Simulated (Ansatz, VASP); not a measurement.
# One calculation of W, two programs

```
W
1.0
     0.00000   -2.03000   -2.03000
     0.00000    2.03000   -2.03000
     4.06000    0.00000    0.00000
W
2
Direct
  0.50000 0.50000 0.45074
  0.00000 0.00000 0.04926
```

Change from the starting cell: mode 6 (197.5 1/cm) frozen in, largest displacement -0.200 Å.

Alike in both runs: task single point; functional PBEsol; k mesh 16 × 16 × 12; occupations gaussian, width 0.15 eV; no spin polarisation.

```csv
,VASP,Ansatz
version,VASP 6.6.1,Ansatz 0.2.0
potentials or method,"VASP PAW PBE potentials, release 64 (W_sv), cutoff 520 eV","scalar-relativistic, plane waves, PAW"
valence electrons in the cell,28,28
```

```tsv
	VASP	Ansatz	Ansatz less VASP
gap on the k mesh at the Fermi level (eV)	none	none	-
pressure (GPa)	5.5	4.6	-0.83
traceless stress, the component that is largest in VASP (GPa)	-20.00	-19.86	+0.130
rms of the force components (eV/Å)	2.067	2.029	-0.0385
```

VASP's potentials were made for PBE, not for PBEsol. Atom by atom the forces differ by 0.039 eV/Å (rms over components). A gap of «none» marks a metal or a gap that the smearing closes.

Neither program's run includes spin-orbit coupling.
